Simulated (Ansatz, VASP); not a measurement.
**Two plane-wave programs on Cu5Mo**

Contents of INCAR:

```
ALGO     = Normal         # electronic algorithm
EDIFF    = 1E-7           # SCF threshold, eV
EDIFFG   = -0.08          # ionic threshold
ENCUT    = 600            # plane-wave cutoff, eV
GGA      = PE             # functional
GGA_COMPAT= False        
IBRION   = 2              # ionic algorithm
ISIF     = 3              # what is computed and relaxed
ISMEAR   = 0              # smearing method
LASPH    = True           # aspherical terms in the spheres
LCHARG   = False          # write CHGCAR
LREAL    = False          # projectors in reciprocal space
LWAVE    = False          # write WAVECAR
NELM     = 120            # most SCF steps
NELMIN   = 4            
NSW      = 36             # ionic steps
PREC     = Accurate       # precision mode
SIGMA    = 0.2            # smearing width, eV
```

Contents of KPOINTS:

```
k-points
0
Gamma
  4 4 4
```

Contents of POSCAR:

```
Cu5Mo
1.0
    0.0000000000      3.3900000000      3.3900000000
    3.3900000000      0.0000000000      3.3900000000
    3.3900000000      3.3900000000      0.0000000000
Cu Mo
5 1
Direct
    0.6250000000      0.6250000000      0.1250000000
    0.1250000000      0.6250000000      0.6250000000
    0.6250000000      0.1250000000      0.6250000000
    0.6250000000      0.6250000000      0.6250000000
    0.2500000000      0.2500000000      0.2500000000
    0.0000000000      0.0000000000      0.0000000000
```

Input for Ansatz:

```yaml
crystal:
  lattice:
    - [0.0, 3.39, 3.39]
    - [3.39, 0.0, 3.39]
    - [3.39, 3.39, 0.0]
  atoms:
    - { symbol: Cu, position: [0.625, 0.625, 0.125] }
    - { symbol: Cu, position: [0.125, 0.625, 0.625] }
    - { symbol: Cu, position: [0.625, 0.125, 0.625] }
    - { symbol: Cu, position: [0.625, 0.625, 0.625] }
    - { symbol: Cu, position: [0.25, 0.25, 0.25] }
    - { symbol: Mo, position: [0.0, 0.0, 0.0] }
basis:
  ecutwfc: 420
kpoints:
  mp_grid: { grid: [4, 4, 4] }
hamiltonian:
  xc: pbe
scf:
  occupations: { method: gaussian, width: 0.2 }
  lower_state_search: "off"
output:
  forces: true
  stress: true
  eigenvalues: true
relax:
  adjacent_minimum: "off"
  f_tol: 0.08
  max_steps: 16
  cell: { stress_tol: 0.8 }
```

Alike in both runs: task relaxation of cell and atoms; functional PBE; k mesh 4 × 4 × 4; occupations gaussian, width 0.2 eV; no spin polarisation.

```csv
,VASP,Ansatz
version,VASP 6.6.1,Ansatz 0.2.0
potentials or method,"VASP PAW PBE potentials, release 64 (Cu, Mo_sv), cutoff 600 eV","scalar-relativistic, plane waves, PAW"
valence electrons in the cell,69,109
```

```csv
,VASP,Ansatz,Ansatz less VASP
"gap on the k mesh at the Fermi level, each at its own relaxed structure (eV)",none,none,-
relaxed volume (Å³/atom),12.86,12.86,-0.001
relaxed cell length with the largest relative difference (Å),4.779,4.779,-0.0001
```

A gap of «none» marks a metal or a gap that the smearing closes. VASP's potentials hold 69 valence electrons a cell and Ansatz's 109, so a difference there can come from the potentials and not from the codes.

The k mesh is coarse, so the values compare programs but aren't converged.
